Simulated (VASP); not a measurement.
# Mg (I4/mmm) in VASP: notebook, part 2 of 2

VASP 6.6.1.

### Step 3. Electric field gradients, PBEsol (equal xx and yy strain of -1 %)

INCAR

```
SYSTEM = Mg
PREC = Accurate
ENCUT = 520
EDIFF = 1E-8
ISMEAR = -1
SIGMA = 0.05
LREAL = .False.
LASPH = .True.
NELM = 80
ALGO = Normal
ISIF = 2
LWAVE = .False.
LCHARG = .False.
GGA = PS
LEFG = .True.
NBANDS = 7
```

KPOINTS

```
regular mesh
0
Gamma
  16 16 16
  0 0 0
```

POSCAR

```
Mg
1.0
   -1.4617350000      1.4617350000      1.4765000000
    1.4617350000     -1.4617350000      1.4765000000
    1.4617350000      1.4617350000     -1.4765000000
Mg
1
Direct
    0.0000000000      0.0000000000      0.0000000000
```

Potentials or basis: VASP PAW PBE potentials, release 64 (Mg).

Launch:

```
$ cat potpaw_PBE.64/Mg/POTCAR > POTCAR
$ mpirun -np 1 vasp_std > vasp.out
```

OUTCAR:

```text
SYSTEM = Mg
   PREC = Accurate
   ENCUT = 520
   EDIFF = 1E-8
   ISMEAR = -1
   LREAL = .False.
   LASPH = .True.
   NELM = 80
   ISIF = 2
   GGA = PS

 ion  position               nearest neighbor table
   1  0.000  0.000  0.000-

  LATTYP: Found a body centered tetragonal cell.
 ALAT       =     2.9234700000
 C/A-ratio  =     1.0101010101

  Lattice vectors:

 A1 = (  -1.4617350000,   1.4617350000,   1.4765000000)
 A2 = (   1.4617350000,  -1.4617350000,   1.4765000000)
 A3 = (   1.4617350000,   1.4617350000,  -1.4765000000)

Analysis of symmetry for initial positions (statically):
=====================================================================
 Subroutine PRICEL returns:
 Original cell was already a primitive cell.

 Routine SETGRP: Setting up the symmetry group for a
 body centered tetragonal supercell.

 Subroutine GETGRP returns: Found 16 space group operations
 (whereof 16 operations were pure point group operations)
 out of a pool of 16 trial point group operations.

The static configuration has the point symmetry D_4h.

Analysis of symmetry for dynamics (positions and initial velocities):
=====================================================================
 Subroutine PRICEL returns:
 Original cell was already a primitive cell.

 Routine SETGRP: Setting up the symmetry group for a
 body centered tetragonal supercell.

 Subroutine GETGRP returns: Found 16 space group operations
 (whereof 16 operations were pure point group operations)
 out of a pool of 16 trial point group operations.

The dynamic configuration has the point symmetry D_4h.

 Subroutine INISYM returns: Found 16 space group operations
 (whereof 16 operations are pure point group operations),
 and found     1 'primitive' translations

----------------------------------------------------------------------------------------

                                     Primitive cell

  volume of cell :      12.6192

  direct lattice vectors                    reciprocal lattice vectors
    -1.461735000  1.461735000  1.476500000     0.000000000  0.342059265  0.338638673
     1.461735000 -1.461735000  1.476500000     0.342059265  0.000000000  0.338638673
     1.461735000  1.461735000 -1.476500000     0.342059265  0.342059265  0.000000000

  length of vectors
     2.540352470  2.540352470  2.540352470     0.481332205  0.481332205  0.483744852

  position of ions in fractional coordinates (direct lattice)
     0.000000000  0.000000000  0.000000000

  ion indices of the primitive-cell ions
   primitive index   ion index
                 1           1

----------------------------------------------------------------------------------------

 KPOINTS: regular mesh

Automatic generation of k-mesh.
 Grid dimensions read from file:
 generate k-points for:   16   16   16

 Generating k-lattice:

[... 64 lines left out ...]
   NSW    =      0    number of steps for IOM
   IBRION =     -1    ionic relax: 0-MD 1-quasi-New 2-CG
   NFREE  =      0    steps in history (QN), initial steepest desc. (CG)
   ISIF   =      2    stress and relaxation
   ISYM   =      2    0-nonsym 1-usesym 2-fastsym
   POTIM  = 0.5000    time-step for ionic-motion
   TEBEG  =    0.0;   TEEND  =   0.0 temperature during run
   PSTRESS=    0.0 pullay stress
   NELECT =       2.0000    total number of electrons
   NUPDOWN=      -1.0000    fix difference up-down
   EMIN   =  10.00;   EMAX   =-10.00  energy-range for DOS
   EFERMI =   0.00;   METHOD = LEGACY
   ISMEAR =    -1;   SIGMA  =   0.05  broadening in eV -4-tet -1-fermi 0-gaus
   EFERMI_NEDOS =   21; number of points for ismear=-14 and -15
   IALGO  =     38    algorithm
   IMIX   =      4    mixing-type and parameters
     AMIX     =   0.40;   BMIX     =  1.00
     AMIX_MAG =   1.60;   BMIX_MAG =  1.00
  volume/ion in A,a.u.               =      12.62        85.16
  Fermi-wavevector in a.u.,A,eV,Ry     =   0.885947  1.674198 10.679250  0.784903
  Thomas-Fermi vector in A             =   2.007048
   LORBIT       =      0    0 simple, 1 ext, 2 COOP (PROOUT), +10 PAW based schemes
   GGA     = PS    functional components
   LHFCALC =     F    Hartree Fock is set to
   AEXX    =    0.0000 exact exchange contribution
   IVDW    =     0    specifies the selected vdW correction
   LEPSILON=     F    determine dielectric tensor
   LRPA    =     F    only Hartree local field effects (RPA)
 non-spin polarized calculation
  energy-cutoff  :      520.00
  volume of cell :       12.62
 maximum number of plane-waves:       370
   NGX =  9   NGY =  9   NGZ =  9

 number of electron       2.0000000 magnetization

 Free energy of the ion-electron system (eV)
  ---------------------------------------------------
  ext. energy  EPLUGINS =         0.00000000
  ---------------------------------------------------
  free energy    TOTEN  =        -0.43485132 eV

  energy without entropy =       -0.43256466  energy(sigma->0) =       -0.43370799

 E-fermi :   6.6605     XC(G=0): -10.6563

 val. band max:        6.6495833959   @ k =   0.3750   0.3750   0.1250
 cond. band min:       6.6893057178   @ k =   0.3750   0.1875   0.0625
 fundamental gap:      0.0397223219
 Fermi energy:         6.6604884409

 k-point     1 :       0.0000    0.0000    0.0000
  band No.  band energies     occupation
      1      -3.2761      2.00000
      2      24.1540      0.00000
      3      24.1540      0.00000
      4      24.4515      0.00000
      5      26.8925      0.00000
      6      27.2229      0.00000
      7      28.7191      0.00000
[... 221 lines left out ...]
 k-point    24 :      -0.0625    0.0625    0.0000
  band No.  band energies     occupation
      1      -3.1370      2.00000
      2      23.1452      0.00000
      3      23.4006      0.00000
      4      23.9989      0.00000
      5      26.0629      0.00000
      6      26.1414      0.00000
      7      29.7464      0.00000

 [... further k-points ...]

------------------------ aborting loop because EDIFF is reached ----------------------------------------

  FORCE on cell =-STRESS in cart. coord.  units (eV):
  Direction    XX          YY          ZZ          XY          YZ          ZX
  --------------------------------------------------------------------------------------
  -------------------------------------------------------------------------------------
  Total        5.2339934      5.2339934      5.1684930      0.0000000      0.0000000      0.0000000
  in kB      664.5275917    664.5275917    656.2114188      0.0000000      0.0000000      0.0000000
  external PRESSURE =     661.7555341 kB  Pullay stress =       0.0000000 kB

 VOLUME and BASIS-vectors are now :
 -----------------------------------------------------------------------------
  energy-cutoff  :      520.00
  volume of cell :       12.62
      direct lattice vectors                 reciprocal lattice vectors
    -1.461735000  1.461735000  1.476500000     0.000000000  0.342059265  0.338638673
     1.461735000 -1.461735000  1.476500000     0.342059265  0.000000000  0.338638673
     1.461735000  1.461735000 -1.476500000     0.342059265  0.342059265  0.000000000

 POSITION                                       TOTAL-FORCE (eV/Angst)
 -----------------------------------------------------------------------------------
      0.00000      0.00000      0.00000         0.000000      0.000000      0.000000
 -----------------------------------------------------------------------------------
    total drift:                                0.000000      0.000000      0.000000

  FREE ENERGIE OF THE ION-ELECTRON SYSTEM (eV)
  ---------------------------------------------------
  free  energy   TOTEN  =        -0.4348513239 eV

  energy  without entropy=       -0.4325646603  energy(sigma->0) =       -0.43370799

 Electric field gradients (V/A^2)
---------------------------------------------------------------------
 ion       V_xx      V_yy      V_zz      V_xy      V_xz      V_yz
---------------------------------------------------------------------
   1      -0.318    -0.318     0.636     0.000     0.000     0.000
---------------------------------------------------------------------

 Electric field gradients after diagonalization (V/A^2)
 (convention: |V_zz| > |V_xx| > |V_yy|)
----------------------------------------------------------------------
 ion       V_xx      V_yy      V_zz     asymmetry (V_yy - V_xx)/ V_zz
----------------------------------------------------------------------
   1      -0.318    -0.318     0.636       0.000
----------------------------------------------------------------------

           NMR quadrupolar parameters

 Cq : quadrupolar parameter    Cq=e*Q*V_zz/h
 eta: asymmetry parameters     (V_yy - V_xx)/ V_zz
 Q  : nuclear electric quadrupole moment in mb (millibarn)
----------------------------------------------------------------------
 ion       Cq(MHz)       eta       Q (mb)
----------------------------------------------------------------------
   1       0.002       0.000       1.000
----------------------------------------------------------------------
```

stdout:

```text
POSCAR found type information on POSCAR Mg
 POSCAR found :  1 types and       1 ions
 scaLAPACK will be used
 -----------------------------------------------------------------------------
|                                                                             |
|                                                                             |
|     You enforced a specific xc type in the INCAR file but a different       |
|     I HOPE YOU KNOW WHAT YOU ARE DOING!                                     |
|                                                                             |
 -----------------------------------------------------------------------------

 LDA part: xc-table for (Slater+PW92), standard interpolation
 POSCAR, INCAR and KPOINTS ok, starting setup
 FFT: planning ... GRIDC
 FFT: planning ... GRID_SOFT
 FFT: planning ... GRID
 WAVECAR not read
 entering main loop
ion   1
```

Run time: 15 s. Hardware: 1 thread of Intel Xeon Platinum 8375C at 2.90GHz (Ice Lake), shared host; peak memory 0.15 GiB.

What came out:

| Property | Result |
| --- | --- |
| Free energy | -0.4349 eV |
| Pressure | 66.2 GPa |
| Band gap on the k mesh | zero (bands 1 and 2 overlap by 4.77 eV) |
| Largest electric field gradient by atom | Mg +0.6 V/Å² |

Electric field gradients, principal values (V/Å²):
```csv
atom,least,middle,greatest (by size)
1 Mg,-0.318,-0.318,0.636
```

Caveat: the cell differs from its parent crystal (equal xx and yy strain of -1 %); the cell stands under pressure; without QUAD_EFG the Cq values of the log hold for a quadrupole moment of 1 mb, not for the nuclei; the PAW data sets were made with another functional, which shifts forces and pressure a little.
